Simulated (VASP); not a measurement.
Runs of VASP 6.6.1 on MgB2. The structure is that of space group P6/mmm (No. 191), or close to it. The cells are those of the table. 

| task | level | cell | cutoff (eV) | gap on the mesh (eV) | pressure (GPa) |
| --- | --- | --- | --- | --- | --- |
| relaxation of shape and atoms at fixed volume | RPBE+D4 | relaxed from a = 3.056, b = 3.056, c = 3.422 Å, angles 90.0, 90.0, 120.0°, 3 atoms | 600 | none | -0.4 |
| relaxation of shape and atoms at fixed volume | RPBE+D4 | relaxed from a = 3.092, b = 3.092, c = 3.477 Å, angles 90.0, 90.0, 120.0°, 3 atoms | 600 | none | -5.9 |
| single point | revPBE | a = 3.066, b = 3.066, c = 3.459 Å, angles 90.0, 90.0, 120.0°, 3 atoms | 520 | none | 5.8 |
| single point | revPBE | a = 3.099, b = 3.099, c = 3.527 Å, angles 90.0, 90.0, 120.0°, 3 atoms | 520 | none | -0.3 |
| single point | RPBE+D4 | a = 3.022, b = 3.022, c = 3.360 Å, angles 90.0, 90.0, 120.0°, 3 atoms | 520 | none | 6.3 |
| relaxation of shape and atoms at fixed volume | revPBE | relaxed from a = 3.102, b = 3.102, c = 3.522 Å, angles 90.0, 90.0, 120.0°, 3 atoms | 600 | none | -0.3 |
| single point | PBE+D3(BJ) | a = 3.072, b = 3.072, c = 3.477 Å, angles 90.0, 90.0, 120.0°, 3 atoms | 520 | none | -3.2 |
| relaxation of shape and atoms at fixed volume | revPBE | relaxed from a = 3.079, b = 3.079, c = 3.503 Å, angles 90.0, 90.0, 120.0°, 3 atoms | 600 | none | 2.6 |
| single point | PBE+D3(BJ) | a = 3.039, b = 3.039, c = 3.414 Å, angles 90.0, 90.0, 120.0°, 3 atoms | 520 | none | (a) |
| relaxation of shape and atoms at fixed volume | RPBE+D4 | relaxed from a = 3.090, b = 3.090, c = 3.512 Å, angles 90.0, 90.0, 120.0°, 3 atoms | 600 | none | -7.0 |
| single point | PBE+D3(BJ) | a = 3.022, b = 3.022, c = 3.381 Å, angles 90.0, 90.0, 120.0°, 3 atoms | 520 | none | 6.5 |
| single point | RPBE+D4 | a = 3.072, b = 3.072, c = 3.455 Å, angles 90.0, 90.0, 120.0°, 3 atoms | 520 | none | -3.2 |

Alike in all rows: potentials or basis VASP PAW PBE potentials, release 64 (Mg, B); no spin polarisation; k mesh 8 × 8 × 6; smearing gaussian 0.05 eV.

Estimate the missing entries.

(a) 3.0.

Caveats: the PAW data sets were made with another functional, which shifts forces and pressure a little (some runs); pairwise dispersion overbinds metals, which lowers pressure and volume (some runs); the relaxation stopped at its first step, so nothing moved (some runs).

A gap of «none» marks levels without a gap at the run's occupations.
